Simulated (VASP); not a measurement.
Wanted: the native input for a VASP 6.6.1 run.

```yaml
Task: single point
Functional: PBE
Potentials_or_basis: VASP PAW PBE potentials, release 64 (Rh_pv)
Cutoff: 520 eV
k_mesh: 13 × 13 × 13
Occupations: fermi-dirac, width 0.2 eV
Spin: no spin polarisation
Dipole_correction: no
Further_INCAR_settings: ALGO = Normal; EDIFF = 1e-06; NBANDS = 14
```

The structure of Rh lies in POSCAR:

```
Rh
1.0
    2.6839650000      0.0000000000      0.0000000000
    1.3419825000      2.3243818729      0.0000000000
    1.3419825000      0.7747939576      2.1914482458
Rh
1
Direct
    0.0000000000      0.0000000000      0.0000000000
```

The input as run:

INCAR

```
SYSTEM = Rh
PREC = Accurate
ENCUT = 520
EDIFF = 1E-6
ISMEAR = -1
SIGMA = 0.2
LREAL = .False.
LASPH = .True.
NELM = 100
ALGO = Normal
ISIF = 2
LWAVE = .False.
LCHARG = .False.
GGA = PE
NBANDS = 14
```

KPOINTS

```
Automatic mesh
0
Gamma
  13 13 13
  0 0 0
```

Potentials or basis: VASP PAW PBE potentials, release 64 (Rh_pv).

The run is started by

```console
$ cat potpaw_PBE.64/Rh_pv/POTCAR > POTCAR
$ mpirun -np 1 vasp_std > vasp.out
```

It gave:

| Property | Result |
| --- | --- |
| Pressure | 9.3 GPa |

Wall time 20 s on 1 thread of AMD EPYC 7571, on a shared host, peak memory 0.1 GiB.
